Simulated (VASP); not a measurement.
# Ge (Fmmm) in VASP: further runs

The runs below take Ge through relaxation of cell and atoms, single point, with PBEsol.

Program: VASP 6.6.1. These are calculated values, not measurements. Logs are shortened: lines on timing, memory, paths and dates and some standing lists are left out, and cuts for length are marked.

**1. The cell of the first run**

It takes space group Fmmm (No. 69, orthorhombic). Conventional cell: a = 5.261 Å, b = 5.771 Å, c = 10.231 Å, α = 90.00°, β = 90.00°, γ = 90.00°. Within 3.4 Å of Ge (site symmetry m2m) lie 8 Ge at 2.61 to 3.17 Å. Within 3.7 Å of Ge (site symmetry mm2) lie 12 Ge at 2.71 to 3.69 Å.

**2. Relaxation of cell and atoms, PBEsol, target pressure 30 GPa, at which the enthalpy is minimised**

Input file INCAR:

```
SYSTEM = Ge
PREC = Accurate ; ENCUT = 600
EDIFF = 1E-6 ; ISMEAR = -1
SIGMA = 0.05 ; LREAL = .False.
LASPH = .True. ; NELM = 100
ALGO = Normal ; ISIF = 3
LWAVE = .False. ; LCHARG = .False.
GGA = PS ; IBRION = 2
NSW = 60 ; EDIFFG = -0.01
PSTRESS = 300.0
```

Input file KPOINTS:

```
Automatic mesh
0
Gamma
  7 7 7
  0 0 0
```

Input file POSCAR:

```
Ge
1.0
    0.0000000000      2.8857400000      5.1156650000
    2.6304970000      0.0000000000      5.1156650000
    2.6304970000      2.8857400000      0.0000000000
Ge
4
Direct
    0.7264900000      0.2735100000      0.7264900000
    0.2735100000      0.7264900000      0.2735100000
    0.2181330000      0.2181330000      0.7818670000
    0.7818670000      0.7818670000      0.2181330000
```

Potentials or basis: VASP PAW PBE potentials, release 64 (Ge_d).

On the command line:

```sh
> cat potpaw_PBE.64/Ge_d/POTCAR > POTCAR
> mpirun -np 1 vasp_std > vasp.out
```

OUTCAR:

```text
SYSTEM = Ge
   PREC = Accurate
   ENCUT = 600
   EDIFF = 1E-6
   ISMEAR = -1
   LREAL = .False.
   LASPH = .True.
   NELM = 100
   ISIF = 3
   GGA = PS
   IBRION = 2
   NSW = 60
   EDIFFG = -0.01
   PSTRESS = 300.0

 ion  position               nearest neighbor table
   1  0.726  0.274  0.726-   2 2.61   2 2.64   2 2.64   3 2.73   4 2.73
   2  0.274  0.726  0.274-   1 2.61   1 2.64   1 2.64   3 2.73   4 2.73
   3  0.218  0.218  0.782-   4 2.71   4 2.71   1 2.73   2 2.73
   4  0.782  0.782  0.218-   3 2.71   3 2.71   1 2.73   2 2.73

  LATTYP: Found a face centered orthorhombic cell.
 ALAT       =     5.2609940000
 B/A-ratio  =     1.0970322338
 C/A-ratio  =     1.9447522654

  Lattice vectors:

 A1 = (   0.0000000000,   2.8857400000,   5.1156650000)
 A2 = (   2.6304970000,   0.0000000000,   5.1156650000)
 A3 = (   2.6304970000,   2.8857400000,   0.0000000000)

Analysis of symmetry for initial positions (statically):
=====================================================================
 Subroutine PRICEL returns:
 Original cell was already a primitive cell.

 Routine SETGRP: Setting up the symmetry group for a
 face centered orthorhombic supercell.

 Subroutine GETGRP returns: Found  8 space group operations
 (whereof  8 operations were pure point group operations)
 out of a pool of  8 trial point group operations.

The static configuration has the point symmetry D_2h.

Analysis of symmetry for dynamics (positions and initial velocities):
=====================================================================
 Subroutine PRICEL returns:
 Original cell was already a primitive cell.

 Routine SETGRP: Setting up the symmetry group for a
 face centered orthorhombic supercell.

 Subroutine GETGRP returns: Found  8 space group operations
 (whereof  8 operations were pure point group operations)
 out of a pool of  8 trial point group operations.

The dynamic configuration has the point symmetry D_2h.

 Subroutine INISYM returns: Found  8 space group operations
 (whereof  8 operations are pure point group operations),
 and found     1 'primitive' translations

----------------------------------------------------------------------------------------

                                     Primitive cell

  volume of cell :      77.6653

  direct lattice vectors                    reciprocal lattice vectors
     0.000000000  2.885740000  5.115665000    -0.190078149  0.173265783  0.097739004
     2.630497000  0.000000000  5.115665000     0.190078149 -0.173265783  0.097739004
     2.630497000  2.885740000  0.000000000     0.190078149  0.173265783 -0.097739004

  length of vectors
     5.873459265  5.752351072  3.904741965     0.275142957  0.275142957  0.275142957

  position of ions in fractional coordinates (direct lattice)
     0.726490000  0.273510000  0.726490000
     0.273510000  0.726490000  0.273510000
     0.218133000  0.218133000  0.781867000
     0.781867000  0.781867000  0.218133000

  ion indices of the primitive-cell ions
   primitive index   ion index
                 1           1
                 2           2
                 3           3
                 4           4

----------------------------------------------------------------------------------------

 KPOINTS: Automatic mesh

Automatic generation of k-mesh.
 Grid dimensions read from file:
 generate k-points for:    7    7    7

 Generating k-lattice:

  Cartesian coordinates                     Fractional coordinates (reciprocal lattice)
    -0.027154021  0.024752255  0.013962715     0.142857143 -0.000000000 -0.000000000
     0.027154021 -0.024752255  0.013962715     0.000000000  0.142857143  0.000000000
     0.027154021  0.024752255 -0.013962715     0.000000000  0.000000000  0.142857143

  Length of vectors
     0.039306137  0.039306137  0.039306137

  Shift w.r.t. Gamma in fractional coordinates (k-lattice)
     0.000000000  0.000000000  0.000000000

 Subroutine IBZKPT returns following result:
 ===========================================

 Found     64 irreducible k-points:

 Following reciprocal coordinates:
            Coordinates               Weight
  0.000000  0.000000  0.000000      1.000000
  0.142857  0.000000  0.000000      8.000000
  0.285714  0.000000  0.000000      8.000000
  0.428571  0.000000  0.000000      8.000000
  0.142857  0.142857  0.000000      2.000000
  0.285714  0.142857  0.000000      8.000000
[... 16 lines left out ...]
  0.000000  0.142857  0.142857      2.000000
  0.285714  0.142857  0.142857      4.000000
 [... further k-points ...]
   k-points           NKPTS =     64   k-points in BZ     NKDIM =     64   number of bands    NBANDS=     33
   number of dos      NEDOS =    301   number of ions     NIONS =      4
   total plane-waves  NPLWV =  73728
   dimension x,y,z NGX =    48 NGY =   48 NGZ =   32
   dimension x,y,z NGXF=    96 NGYF=   96 NGZF=   64
   ions per type =               4
   NGX,Y,Z   is equivalent  to a cutoff of  13.59, 13.87, 13.62 a.u.
   NGXF,Y,Z  is equivalent  to a cutoff of  27.17, 27.74, 27.25 a.u.
 SYSTEM =  Ge
   PREC   = accura    normal or accurate (medium, high low for compatibility)
   ISTART =      0    job   : 0-new  1-cont  2-samecut
   ICHARG =      2    charge: 1-file 2-atom 10-const
   ISPIN  =      1    spin polarized calculation?
   LNONCOLLINEAR =      F non collinear calculations
   LSORBIT =      F    spin-orbit coupling
   LASPH  =      T    aspherical Exc in radial PAW
   ENCUT  =  600.0 eV  44.10 Ry    6.64 a.u.  11.73 11.49  7.80*2*pi/ulx,y,z
   NELM   =    100;   NELMIN=  2; NELMDL= -5     # of ELM steps
   EDIFF  = 0.1E-05   stopping-criterion for ELM
   LREAL  =      F    real-space projection
   EDIFFG = -.1E-01   stopping-criterion for IOM
   NSW    =     60    number of steps for IOM
   IBRION =      2    ionic relax: 0-MD 1-quasi-New 2-CG
   NFREE  =      1    steps in history (QN), initial steepest desc. (CG)
   ISIF   =      3    stress and relaxation
   ISYM   =      2    0-nonsym 1-usesym 2-fastsym
   POTIM  = 0.5000    time-step for ionic-motion
   TEBEG  =    0.0;   TEEND  =   0.0 temperature during run
   PSTRESS=  300.0 pullay stress
   NELECT =      56.0000    total number of electrons
   NUPDOWN=      -1.0000    fix difference up-down
   EMIN   =  10.00;   EMAX   =-10.00  energy-range for DOS
   EFERMI =   0.00;   METHOD = LEGACY
   ISMEAR =    -1;   SIGMA  =   0.05  broadening in eV -4-tet -1-fermi 0-gaus
   EFERMI_NEDOS =   21; number of points for ismear=-14 and -15
   IALGO  =     38    algorithm
   IMIX   =      4    mixing-type and parameters
     AMIX     =   0.40;   BMIX     =  1.00
     AMIX_MAG =   1.60;   BMIX_MAG =  1.00
  volume/ion in A,a.u.               =      19.42       131.03
  Fermi-wavevector in a.u.,A,eV,Ry     =   1.468008  2.774133 29.321208  2.155048
  Thomas-Fermi vector in A             =   2.583557
   LORBIT       =      0    0 simple, 1 ext, 2 COOP (PROOUT), +10 PAW based schemes
   GGA     = PS    functional components
   LHFCALC =     F    Hartree Fock is set to
   AEXX    =    0.0000 exact exchange contribution
   IVDW    =     0    specifies the selected vdW correction
   LEPSILON=     F    determine dielectric tensor
   LRPA    =     F    only Hartree local field effects (RPA)
 conjugate gradient relaxation of ions
 non-spin polarized calculation
  energy-cutoff  :      600.00
  volume of cell :       77.67
 maximum number of plane-waves:      2613
   NGX = 23   NGY = 23   NGZ = 15

--------------------------------------- Ionic step        1  -------------------------------------------

 number of electron      55.9999998 magnetization

 Free energy of the ion-electron system (eV)
  ---------------------------------------------------
  ext. energy  EPLUGINS =         0.00000000
  ---------------------------------------------------
  free energy    TOTEN  =       -19.02619413 eV

  energy without entropy =      -19.01367352  energy(sigma->0) =      -19.01993383

------------------------ aborting loop because EDIFF is reached ----------------------------------------

  FORCE on cell =-STRESS in cart. coord.  units (eV):
  Direction    XX          YY          ZZ          XY          YZ          ZX
  --------------------------------------------------------------------------------------
  -------------------------------------------------------------------------------------
  Total       -2.0380008     -1.5552144     -1.7598541      0.0000000      0.0000000      0.0000000
  in kB      -42.0424326    -32.0829101    -36.3044727      0.0000000      0.0000000      0.0000000
  external PRESSURE =    -336.8099385 kB  Pullay stress =     300.0000000 kB
[... 25 lines left out ...]
  enthalpy is  TOTEN    =        -4.4837375769 eV   P V=       14.5424565570

--------------------------------------- Ionic step        2  -------------------------------------------

 number of electron      56.0000005 magnetization

 E-fermi :  15.8816     XC(G=0): -14.9753

 val. band max:       15.8815833750   @ k =   0.1429   0.0000   0.1429
 cond. band min:      15.9083938846   @ k =   0.1429   0.0000   0.0000
 fundamental gap:      0.0268105096
 Fermi energy:        15.8816410972

 k-point     1 :       0.0000    0.0000    0.0000
  band No.  band energies     occupation
      1     -10.9133      2.00000
      2     -10.6126      2.00000
      3     -10.5812      2.00000
      4     -10.4432      2.00000
      5     -10.4421      2.00000
      6     -10.2661      2.00000
[... 926 lines left out ...]
  FREE ENERGIE OF THE ION-ELECTRON SYSTEM (eV)
  ---------------------------------------------------
  free  energy   TOTEN  =       -18.2194867868 eV

  energy  without entropy=      -18.2099286767  energy(sigma->0) =      -18.21470773

  enthalpy is  TOTEN    =        -6.8759147133 eV   P V=       11.3435720734

[... ionic steps 4 to 28 ...]

--------------------------------------- Ionic step       29  -------------------------------------------

 number of electron      56.0000002 magnetization

------------------------ aborting loop because EDIFF is reached ----------------------------------------

  FORCE on cell =-STRESS in cart. coord.  units (eV):
  Direction    XX          YY          ZZ          XY          YZ          ZX
  --------------------------------------------------------------------------------------
  -------------------------------------------------------------------------------------
  Total       11.0096726     10.9762645     10.9971031      0.0000000      0.0000000      0.0000000
  in kB      301.5430238    300.6280124    301.1987609      0.0000000      0.0000000      0.0000000
  external PRESSURE =       1.1232657 kB  Pullay stress =     300.0000000 kB
[... 65 lines left out ...]
  enthalpy is  TOTEN    =        -6.9844429231 eV   P V=       10.9543585181

--------------------------------------- Ionic step       31  -------------------------------------------

 number of electron      56.0000002 magnetization

 Free energy of the ion-electron system (eV)
  ---------------------------------------------------
  ext. energy  EPLUGINS =         0.00000000
  ---------------------------------------------------
  free energy    TOTEN  =       -17.94589538 eV

  energy without entropy =      -17.93603888  energy(sigma->0) =      -17.94096713

 E-fermi :   9.5360     XC(G=0): -12.7236

 val. band max:        9.5345164741   @ k =  -0.4286   0.1429   0.1429
 cond. band min:       9.5382772130   @ k =   0.4286   0.2857  -0.0000
 fundamental gap:      0.0037607389
 Fermi energy:         9.5360188175

 k-point     1 :       0.0000    0.0000    0.0000
  band No.  band energies     occupation
      1     -15.4913      2.00000
      2     -15.4293      2.00000
      3     -15.3398      2.00000
      4     -15.3332      2.00000
      5     -15.3218      2.00000
      6     -15.3184      2.00000
[... 886 lines left out ...]
  FREE ENERGIE OF THE ION-ELECTRON SYSTEM (eV)
  ---------------------------------------------------
  free  energy   TOTEN  =       -17.9458953825 eV

  energy  without entropy=      -17.9360388777  energy(sigma->0) =      -17.94096713

  enthalpy is  TOTEN    =        -6.9844750869 eV   P V=       10.9614202956

 reached required accuracy - stopping structural energy minimisation
```

Wall time 51 min (1 thread of Intel Xeon Platinum 8259CL at 2.50GHz (Skylake/Cascade Lake), shared host); peak memory 0.37 GiB.

Results:

* Free energy: -17.9459 eV
* Relaxed volume: 14.64 Å³/atom
* Relaxed cell: a = 5.269 Å, b = 5.169 Å, c = 3.589 Å, α = 71.39°, β = 68.40°, γ = 40.21°
* Space group after relaxing (to 0.1 Å): Fmmm (No. 69)
* Energy change on relaxing (the run minimises the enthalpy): +270.1 meV/atom
* Ionic steps: 31
* Pressure after relaxing: 30.0 GPa
* Band gap on the k mesh: zero (bands 28 and 29 overlap by 3.94 eV)

Forces in eV/Å, atoms in the order of the input:
```
Ge   0.000 -0.003  0.000
Ge   0.000  0.003  0.000
Ge   0.000  0.000  0.002
Ge   0.000  0.000 -0.002
```

Step by step:
```
step  energy change (eV)  largest force (eV/Å)  pressure (GPa)  volume (Å³)
   1              0.0000                0.0420           -3.68        77.67
   2             11.5606                1.8129          194.75        40.23
   3              0.8067                0.3573           24.86        60.58
   4              0.9772                0.3890           27.91        59.55
   5              1.0987                0.4089           30.34        58.88
   6              1.0948                0.4413           30.36        58.74
   7              1.1421                0.3838           31.01        58.48
   8              1.1090                0.4148           30.48        58.61
   9              1.0673                0.2487           29.81        58.75
  10              1.0396                0.1413           29.32        58.87
  11              1.0937                0.1610           30.26        58.54
  12              1.1577                0.2068           31.47        58.18
  13              1.1063                0.1765           30.66        58.43
  14              1.0709                0.1496           29.93        58.61
  15              1.0664                0.1454           29.81        58.63
  16              1.0656                0.0680           29.82        58.63
  17              1.0660                0.0470           29.81        58.62
  18              1.0816                0.0392           30.09        58.54
  19              1.0833                0.0389           30.23        58.53
  20              1.0822                0.0403           30.03        58.53
  21              1.0828                0.0391           30.23        58.53
  22              1.0756                0.0260           30.00        58.57
  23              1.0726                0.0209           29.91        58.58
  24              1.0722                0.0150           29.94        58.59
  25              1.0715                0.0309           29.91        58.59
  26              1.0786                0.0234           29.95        58.55
  27              1.0935                0.0083           30.10        58.47
  28              1.0889                0.0036           30.12        58.49
  29              1.0884                0.0040           30.11        58.50
  30              1.0874                0.0045           30.05        58.50
  31              1.0803                0.0025           30.03        58.54
```

Final structure:
```xyz
4
Lattice="0.0000 2.6382 4.5604 2.4329 0.0000 4.5604 2.4329 2.6382 0.0000" Properties=species:S:1:pos:R:3 pbc="T T T"
Ge    2.4329    3.8754    4.5604
Ge    2.4329    1.4009    4.5604
Ge    2.4329    2.6382    2.1278
Ge    2.4329    2.6382    6.9931
```

Caveat: the cell is relaxed towards a set pressure, so the run minimises the enthalpy, not the energy; the volume moved by over 15 % at a fixed basis, so the end points are rough; the PAW data sets were made with another functional, which shifts forces and pressure a little.

(Continued in part 2 of 2.)
